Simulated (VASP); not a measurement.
# SrO (I4/mmm) in VASP: a series of runs

SrO is run at these levels: PBE; tasks: single point.

Program: VASP 6.6.1. These are calculated values, not measurements. Logs are shortened: lines on timing, memory, paths and dates and some standing lists are left out, and cuts for length are marked.

## 1. The cell of the first run

It takes space group I4/mmm (No. 139, tetragonal). Conventional cell: a = 3.837 Å, b = 3.837 Å, c = 4.612 Å, α = 90.00°, β = 90.00°, γ = 90.00°. Within 3.0 Å of Sr (site symmetry 4/mmm) lie 6 O at 2.31 to 2.71 Å. Within 3.0 Å of O (site symmetry 4/mmm) lie 6 Sr at 2.31 to 2.71 Å.

## 2. Single point, PBE

INCAR

```
ALGO     = Normal         # electronic algorithm
EDIFF    = 1E-7           # SCF threshold, eV
ENCUT    = 520            # plane-wave cutoff, eV
GGA      = PE             # functional
ISIF     = 2              # what is computed and relaxed
ISMEAR   = 0              # smearing method
LASPH    = T              # aspherical terms in the spheres
LCHARG   = F              # write CHGCAR
LREAL    = F              # projectors in reciprocal space
LWAVE    = F              # write WAVECAR
NBANDS   = 15             # bands
NELM     = 100            # most SCF steps
PREC     = Accurate       # precision mode
SIGMA    = 0.05           # smearing width, eV
```

KPOINTS

```
k-points
0
Gamma
  8 8 8
```

POSCAR

```
SrO
1.0
    0.0000000000      2.7128535499      2.3059255175
    2.7128535499      0.0000000000      2.3059255175
    2.7128535499      2.7128535499      0.0000000000
Sr O
1 1
Direct
    0.0000000000      0.0000000000      0.0000000000
    0.5000000000      0.5000000000      0.5000000000
```

Potentials or basis: VASP PAW PBE potentials, release 64 (Sr_sv, O).

On the command line:

```console
> cat potpaw_PBE.64/Sr_sv/POTCAR potpaw_PBE.64/O/POTCAR > POTCAR
> mpirun -np 1 vasp_std > vasp.out
```

OUTCAR:

```text
EDIFF = 1E-7
   ENCUT = 520
   GGA = PE
   ISIF = 2
   ISMEAR = 0
   LASPH = T
   LREAL = F
   NELM = 100
   PREC = Accurate

 ion  position               nearest neighbor table
   1  0.000  0.000  0.000-   2 2.31   2 2.31   2 2.71   2 2.71   2 2.71   2 2.71
   2  0.500  0.500  0.500-   1 2.31   1 2.31   1 2.71   1 2.71   1 2.71   1 2.71

  LATTYP: Found a body centered tetragonal cell.
 ALAT       =     3.8365542830
 C/A-ratio  =     1.2020815281

  Lattice vectors:

 A1 = (   0.0000000000,  -2.7128535499,  -2.3059255175)
 A2 = (   0.0000000000,   2.7128535499,  -2.3059255175)
 A3 = (   2.7128535499,   0.0000000000,   2.3059255175)

Analysis of symmetry for initial positions (statically):
=====================================================================
 Subroutine PRICEL returns:
 Original cell was already a primitive cell.

 Routine SETGRP: Setting up the symmetry group for a
 body centered tetragonal supercell.

 Subroutine GETGRP returns: Found 16 space group operations
 (whereof 16 operations were pure point group operations)
 out of a pool of 16 trial point group operations.

The static configuration has the point symmetry D_4h.

Analysis of symmetry for dynamics (positions and initial velocities):
=====================================================================
 Subroutine PRICEL returns:
 Original cell was already a primitive cell.

 Routine SETGRP: Setting up the symmetry group for a
 body centered tetragonal supercell.

 Subroutine GETGRP returns: Found 16 space group operations
 (whereof 16 operations were pure point group operations)
 out of a pool of 16 trial point group operations.

The dynamic configuration has the point symmetry D_4h.

 Subroutine INISYM returns: Found 16 space group operations
 (whereof 16 operations are pure point group operations),
 and found     1 'primitive' translations

----------------------------------------------------------------------------------------

                                     Primitive cell

  volume of cell :      33.9413

  direct lattice vectors                    reciprocal lattice vectors
     0.000000000  2.712853550  2.305925517    -0.184307774  0.184307774  0.216832676
     2.712853550  0.000000000  2.305925517     0.184307774 -0.184307774  0.216832676
     2.712853550  2.712853550  0.000000000     0.184307774  0.184307774 -0.216832676

  length of vectors
     3.560458801  3.560458801  3.836554283     0.339050322  0.339050322  0.339050322
[... 85 lines left out ...]
   IBRION =     -1    ionic relax: 0-MD 1-quasi-New 2-CG
   NFREE  =      0    steps in history (QN), initial steepest desc. (CG)
   ISIF   =      2    stress and relaxation
   ISYM   =      2    0-nonsym 1-usesym 2-fastsym
   POTIM  = 0.5000    time-step for ionic-motion
   TEBEG  =    0.0;   TEEND  =   0.0 temperature during run
   PSTRESS=    0.0 pullay stress
   NELECT =      16.0000    total number of electrons
   NUPDOWN=      -1.0000    fix difference up-down
   EMIN   =  10.00;   EMAX   =-10.00  energy-range for DOS
   EFERMI =   0.00;   METHOD = LEGACY
   ISMEAR =     0;   SIGMA  =   0.05  broadening in eV -4-tet -1-fermi 0-gaus
   EFERMI_NEDOS =   21; number of points for ismear=-14 and -15
   IALGO  =     38    algorithm
   IMIX   =      4    mixing-type and parameters
     AMIX     =   0.40;   BMIX     =  1.00
     AMIX_MAG =   1.60;   BMIX_MAG =  1.00
  volume/ion in A,a.u.               =      16.97       114.52
  Fermi-wavevector in a.u.,A,eV,Ry     =   1.274106  2.407711 22.086959  1.623346
  Thomas-Fermi vector in A             =   2.406892
   LORBIT       =      0    0 simple, 1 ext, 2 COOP (PROOUT), +10 PAW based schemes
   GGA     = PE    functional components
   LHFCALC =     F    Hartree Fock is set to
   AEXX    =    0.0000 exact exchange contribution
   IVDW    =     0    specifies the selected vdW correction
   LEPSILON=     F    determine dielectric tensor
   LRPA    =     F    only Hartree local field effects (RPA)
 non-spin polarized calculation
 Gauss-broadening in eV      SIGMA  =   0.05
  energy-cutoff  :      520.00
  volume of cell :       33.94
 maximum number of plane-waves:       926
 NGX is ok and might be reduce to    28

 number of electron      15.9999997 magnetization

 Free energy of the ion-electron system (eV)
  ---------------------------------------------------
  ext. energy  EPLUGINS =         0.00000000
  ---------------------------------------------------
  free energy    TOTEN  =       -11.70016042 eV

  energy without entropy =      -11.70016042  energy(sigma->0) =      -11.70016042

 E-fermi :   2.6179     XC(G=0):  -9.9844

 val. band max:        2.2969866521   @ k =   0.5000   0.0000   0.5000
 cond. band min:       4.5658792477   @ k =   0.5000   0.5000   0.0000
 fundamental gap:      2.2688925956
 Fermi energy:         2.6179346018

 k-point     1 :       0.0000    0.0000    0.0000
  band No.  band energies     occupation
      1     -30.5894      2.00000
      2     -13.4718      2.00000
      3     -12.2867      2.00000
      4     -12.2645      2.00000
      5     -12.2645      2.00000
      6       1.4609      2.00000
      7       1.4609      2.00000
      8       2.2967      2.00000
      9       5.1520      0.00000
     10       7.6918      0.00000
     11       7.6918      0.00000
     12       8.8304      0.00000
     13       9.0140      0.00000
     14      12.0909      0.00000
[... 401 lines left out ...]
      2     -14.6959      2.00000
      3     -12.4816      2.00000
      4     -12.3852      2.00000
      5     -11.2107      2.00000
      6       0.0546      2.00000
      7       0.7457      2.00000
      8       1.1835      2.00000
      9       7.5990      0.00000
     10       8.3524      0.00000
     11       9.9332      0.00000
     12      10.5009      0.00000
     13      11.6337      0.00000
     14      13.7019      0.00000
     15      16.7853      0.00000

 [... further k-points ...]
[... 5 lines left out ...]
  --------------------------------------------------------------------------------------
  -------------------------------------------------------------------------------------
  Total       -0.2725386     -0.2725386      6.8947421      0.0000000      0.0000000      0.0000000
  in kB      -12.8650272    -12.8650272    325.4622599      0.0000000      0.0000000      0.0000000
  external PRESSURE =      99.9107352 kB  Pullay stress =       0.0000000 kB

 VOLUME and BASIS-vectors are now :
 -----------------------------------------------------------------------------
  energy-cutoff  :      520.00
  volume of cell :       33.94
      direct lattice vectors                 reciprocal lattice vectors
     0.000000000  2.712853550  2.305925517    -0.184307774  0.184307774  0.216832676
     2.712853550  0.000000000  2.305925517     0.184307774 -0.184307774  0.216832676
     2.712853550  2.712853550  0.000000000     0.184307774  0.184307774 -0.216832676

 POSITION                                       TOTAL-FORCE (eV/Angst)
 -----------------------------------------------------------------------------------
      0.00000      0.00000      0.00000        -0.000000      0.000000      0.000000
      2.71285      2.71285      2.30593         0.000000      0.000000      0.000000
 -----------------------------------------------------------------------------------
    total drift:                                0.000000      0.000000      0.000000

  FREE ENERGIE OF THE ION-ELECTRON SYSTEM (eV)
  ---------------------------------------------------
  free  energy   TOTEN  =       -11.7001604249 eV

  energy  without entropy=      -11.7001604249  energy(sigma->0) =      -11.70016042
```

OSZICAR:

```text
N       E                     dE             d eps       ncg     rms          rms(c)
DAV:   1     0.677234577086E+02    0.67723E+02   -0.85104E+03  1778   0.104E+03
DAV:   2    -0.108874143054E+02   -0.78611E+02   -0.71807E+02  2367   0.219E+02
DAV:   3    -0.140585350518E+02   -0.31711E+01   -0.31538E+01  2332   0.393E+01
DAV:   4    -0.141249611790E+02   -0.66426E-01   -0.66418E-01  2239   0.531E+00
DAV:   5    -0.141267800392E+02   -0.18189E-02   -0.18188E-02  2283   0.651E-01    0.205E+01
DAV:   6    -0.118504480185E+02    0.22763E+01   -0.70620E+00  1833   0.207E+01    0.236E+01
DAV:   7    -0.117145230093E+02    0.13593E+00   -0.30634E-01  2015   0.501E+00    0.133E+01
DAV:   8    -0.116965578474E+02    0.17965E-01   -0.12115E-01  2253   0.336E+00    0.139E+00
DAV:   9    -0.116993107732E+02   -0.27529E-02   -0.56827E-03  2555   0.540E-01    0.266E-01
DAV:  10    -0.117000126482E+02   -0.70188E-03   -0.58993E-04  1910   0.201E-01    0.796E-02
DAV:  11    -0.117001408105E+02   -0.12816E-03   -0.11470E-04  2057   0.766E-02    0.311E-02
DAV:  12    -0.117001608016E+02   -0.19991E-04   -0.26744E-05  1819   0.361E-02    0.100E-02
DAV:  13    -0.117001604216E+02    0.38002E-06   -0.48975E-07  2225   0.704E-03    0.282E-03
DAV:  14    -0.117001604249E+02   -0.32801E-08   -0.58902E-08  1662   0.202E-03
   1 F= -.11700160E+02 E0= -.11700160E+02  d E =-.207488E-21
```

It took 38 s on 1 thread of Intel Xeon Platinum 8488C (Sapphire Rapids), shared host; peak memory 0.17 GiB.

What came out:

| Quantity | Value |
| --- | --- |
| Free energy | -11.7002 eV |
| Pressure | 10.0 GPa |
| Band gap on the k mesh | 2.27 eV, indirect (least direct gap 2.41 eV) |

 A k mesh can miss the band edges.

## 3. Single point, PBE

This run uses another cell than the first one, of the same volume but with other edges.

INCAR

```
PREC = Accurate
ENCUT = 520
EDIFF = 1E-7
ISMEAR = 0
SIGMA = 0.05
LREAL = False
LASPH = True
NELM = 80
ALGO = Normal
ISIF = 2
LWAVE = False
LCHARG = True
GGA = PE
LELF = True
LVHAR = True
NBANDS = 15
```

KPOINTS

```
regular mesh
0
Gamma
  8 8 8
```

POSCAR

```
SrO
1.0
    0.0000000000      2.4182743870      2.9019292644
    2.4182743870      0.0000000000      2.9019292644
    2.4182743870      2.4182743870      0.0000000000
Sr O
1 1
Direct
    0.0000000000      0.0000000000      0.0000000000
    0.5000000000      0.5000000000      0.5000000000
```

Potentials or basis: VASP PAW PBE potentials, release 64 (Sr_sv, O).

On the command line:

```console
> cat potpaw_PBE.64/Sr_sv/POTCAR potpaw_PBE.64/O/POTCAR > POTCAR
> mpirun -np 1 vasp_std > vasp.out
```

Run time: 27 s. Hardware: 1 thread of Intel Xeon Platinum 8488C (Sapphire Rapids), shared host; peak memory 0.18 GiB.

The run converged. Its results:

* Free energy: -11.7418 eV
* Pressure: 10.1 GPa
* Band gap on the k mesh: 3.00 eV, direct

Stress tensor (GPa, compression positive):
```
17.64  0.00  0.00
 0.00 17.64  0.00
 0.00  0.00 -5.02
```

Levels at points of the mesh, in eV from the valence-band top:
```tsv
k point	band 6	band 7	band 8	band 9	band 10	band 11
(0.00, 0.00, 0.00)	-0.55	-0.03	-0.03	3.03	5.19	6.66
(0.50, 0.00, 0.00)	-2.44	-1.53	-1.53	6.17	7.95	8.80
(0.50, 0.50, 0.00)	-1.23	-0.08	-0.08	3.45	7.92	9.32
(0.50, 0.00, 0.50)	-0.70	-0.22	0.00	3.00	7.29	9.45
```

 A k mesh can miss the band edges.

(Continued in part 2 of 2.)
